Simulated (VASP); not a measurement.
# Si (Pnnm) in VASP: further runs, part 2 of 2

VASP 6.6.1.

**6. Relaxation of cell and atoms, PBE**

This run uses another cell than the first one, of 18.67 Å³/atom.

File INCAR:

```
ALGO = Normal ; EDIFF = 1E-6
EDIFFG = -0.04 ; ENCUT = 600
GGA = PE ; IBRION = 2
ISIF = 3 ; ISMEAR = 0
LASPH = T ; LCHARG = F
LREAL = F ; LWAVE = F
NELM = 60 ; NSW = 90
PREC = Accurate ; SIGMA = 0.1
```

File KPOINTS:

```
k-points
0
Gamma
  4 4 6
```

File POSCAR:

```
Si
1.0
    5.6971331500      0.0000000000      0.0000000000
    0.0000000000      6.3245727400      0.0000000000
    0.0000000000      0.0000000000      3.1094832000
Si
6
Direct
    0.5000000000      0.0000000000      0.0000000000
    0.0000000000      0.5000000000      0.5000000000
    0.2093250000      0.6587907500      0.0000000000
    0.7906750000      0.3412092500      0.0000000000
    0.7093250000      0.8412092500      0.5000000000
    0.2906750000      0.1587907500      0.5000000000
```

Potentials or basis: VASP PAW PBE potentials, release 64 (Si).

Started as:

```sh
cat potpaw_PBE.64/Si/POTCAR > POTCAR
mpirun -np 1 vasp_std > vasp.out
```

Run time: 8.9 min. Hardware: 1 thread of Intel Xeon 6975P-C (Granite Rapids), shared host; peak memory 0.28 GiB.

It converged, with:

| Quantity | Value |
| --- | --- |
| Free energy | -30.1806 eV |
| Relaxed volume | 17.36 Å³/atom |
| Relaxed cell | a = 4.185 Å, b = 6.378 Å, c = 3.902 Å, α = 90.00°, β = 90.00°, γ = 90.00° |
| Space group after relaxing (to 0.1 Å) | Pnnm (No. 58) |
| Energy gained by relaxing | 732.9 meV/atom |
| Ionic steps | 39 |
| Pressure after relaxing | 0.0 GPa |
| Largest force after relaxing | 0.029 eV/Å |

Forces on the atoms (eV/Å):
```
Si   0.000  0.000  0.000
Si   0.000  0.000  0.000
Si  -0.010 -0.027  0.000
Si   0.010  0.027  0.000
Si  -0.010  0.027  0.000
Si   0.010 -0.027  0.000
```

Stress tensor (GPa, compression positive):
```
 0.28  0.00  0.00
 0.00 -0.20  0.00
 0.00  0.00  0.01
```

Step by step:
| step | energy change (eV) | largest force (eV/Å) | pressure (GPa) | volume (Å³) |
| --- | --- | --- | --- | --- |
| 1 | 0.0000 | 3.1378 | 13.15 | 112.04 |
| 2 | -1.5372 | 0.2186 | -8.12 | 138.03 |
| 3 | -1.7146 | 0.2398 | -4.71 | 130.16 |
| 4 | -2.2933 | 0.1954 | -3.31 | 122.17 |
| 5 | -2.5134 | 0.5080 | 0.58 | 113.79 |
| 6 | -2.5157 | 0.4492 | 0.18 | 114.52 |
| 7 | -2.5645 | 0.4127 | -0.01 | 114.48 |
| 8 | -2.6899 | 0.4209 | -0.61 | 114.27 |
| 9 | -2.8642 | 0.9592 | -1.45 | 113.52 |
| 10 | -3.0369 | 1.9560 | -0.79 | 110.65 |
| 11 | -2.9664 | 1.3507 | -2.09 | 112.49 |
| 12 | -3.0527 | 1.6415 | -1.60 | 111.64 |
| 13 | -3.0664 | 1.8101 | -1.31 | 111.17 |
| 14 | -3.0763 | 1.8150 | -1.31 | 111.12 |
| 15 | -3.1002 | 1.8223 | -1.30 | 110.97 |
| 16 | -3.1161 | 1.8510 | -1.08 | 110.65 |
| 17 | -3.1469 | 1.8085 | -1.14 | 110.57 |
| 18 | -3.2358 | 1.6868 | -1.28 | 110.32 |
| 19 | -3.3984 | 1.4713 | -1.47 | 109.83 |
| 20 | -3.6639 | 1.0684 | -1.47 | 108.85 |
| 21 | -3.8872 | 0.8971 | 0.19 | 106.87 |
| 22 | -4.0132 | 0.7532 | 0.15 | 106.58 |
| 23 | -4.2153 | 0.3403 | 0.09 | 105.67 |
| 24 | -4.2237 | 0.8032 | -0.56 | 103.33 |
| 25 | -4.2686 | 0.4541 | -0.33 | 104.67 |
| 26 | -4.3560 | 0.1874 | -0.43 | 104.07 |
| 27 | -4.3651 | 0.2087 | -0.30 | 103.79 |
| 28 | -4.3651 | 0.2147 | -0.29 | 103.77 |
| 29 | -4.3717 | 0.0919 | 0.15 | 103.29 |
| 30 | -4.3723 | 0.0597 | 0.33 | 103.10 |
| 31 | -4.3735 | 0.0360 | -0.07 | 103.55 |
| 32 | -4.3735 | 0.0301 | -0.18 | 103.69 |
| 33 | -4.3748 | 0.0253 | -0.17 | 103.72 |
| 34 | -4.3792 | 0.0245 | -0.13 | 103.82 |
| 35 | -4.3896 | 0.0213 | -0.05 | 103.99 |
| 36 | -4.3918 | 0.1028 | -0.11 | 104.22 |
| 37 | -4.3960 | 0.0642 | 0.00 | 104.12 |
| 38 | -4.3969 | 0.0361 | 0.04 | 104.18 |
| 39 | -4.3974 | 0.0291 | 0.03 | 104.16 |

Final structure:
```
Si
1.0
     4.18527    0.00000    0.00000
     0.00000    6.37795    0.00000
     0.00000    0.00000    3.90204
Si
6
Cartesian
  2.0926 0.0000 0.0000
  0.0000 3.1890 1.9510
  1.2342 4.0373 0.0000
  2.9510 2.3407 0.0000
  3.3269 5.5296 1.9510
  0.8584 0.8483 1.9510
```

Levels at points of the mesh, in eV from the Fermi level:
| k point | band 9 | band 10 | band 11 | band 12 | band 13 | band 14 | band 15 | band 16 |
| --- | --- | --- | --- | --- | --- | --- | --- | --- |
| (0.00, 0.00, 0.00) | -2.39 | -2.27 | -2.14 | -0.65 | 0.03 | 0.82 | 1.75 | 2.17 |
| (0.50, 0.00, 0.00) | -1.28 | -1.28 | 0.12 | 0.12 | 0.33 | 0.33 | 2.35 | 2.35 |
| (0.00, 0.50, 0.00) | -3.51 | -3.51 | -0.97 | -0.97 | 1.55 | 1.55 | 2.01 | 2.01 |
| (0.50, 0.50, 0.00) | -2.49 | -2.49 | -0.56 | -0.56 | -0.21 | -0.21 | -0.07 | -0.07 |
| (0.00, 0.00, 0.50) | -2.66 | -2.66 | -0.46 | -0.46 | 0.69 | 0.69 | 1.73 | 1.73 |
| (0.50, 0.00, 0.50) | -4.33 | -4.33 | -3.16 | -3.16 | 3.33 | 3.33 | 4.51 | 4.51 |
| (0.00, 0.50, 0.50) | -2.42 | -2.42 | -2.06 | -2.06 | 0.05 | 0.05 | 0.15 | 0.15 |
| (0.50, 0.50, 0.50) | -2.60 | -2.60 | -1.10 | -1.10 | 0.16 | 0.16 | 0.90 | 0.90 |

Caveat: the highest band is partly filled, so the run has too few bands; a cell axis changed by over 15 % at a fixed basis, so the end point is rough.

**7. Summary**

| task | cell | k mesh | cutoff (eV) | gap on the mesh (eV) | pressure (GPa) | largest force (eV/Å) |
| --- | --- | --- | --- | --- | --- | --- |
| single point | a = 4.976, b = 5.963, c = 3.586 Å, 6 atoms, atomic positions A | 4 × 4 × 6 | 520 | none | 0.0 | 0.03 |
| single point | a = 5.697, b = 6.325, c = 3.109 Å, 6 atoms, atomic positions B | 4 × 4 × 6 | 520 | none | 13.1 | 3.14 |
| single point | a = 4.880, b = 6.065, c = 3.599 Å, 6 atoms, atomic positions C | 8 × 6 × 10 | 520 | none | 0.0 | - |
| relaxation of cell and atoms | relaxed from a = 5.697, b = 6.325, c = 3.109 Å, 6 atoms, atomic positions B | 4 × 4 × 6 | 600 | - | 0.0 | 0.03 |

Alike in all rows: level PBE; potentials or basis VASP PAW PBE potentials, release 64 (Si); no spin polarisation; smearing gaussian 0.1 eV.

Caveats: the cell stands under pressure (at least some runs); forces of over 1 eV/Å act on the atoms, so gaps and moduli don't describe the material at rest (at least some runs); the highest band is partly filled, so the run has too few bands (at least some runs); a cell axis changed by over 15 % at a fixed basis, so the end point is rough (at least some runs).

Total energies depend on the potentials used, so only differences within one code and one set of settings carry meaning.
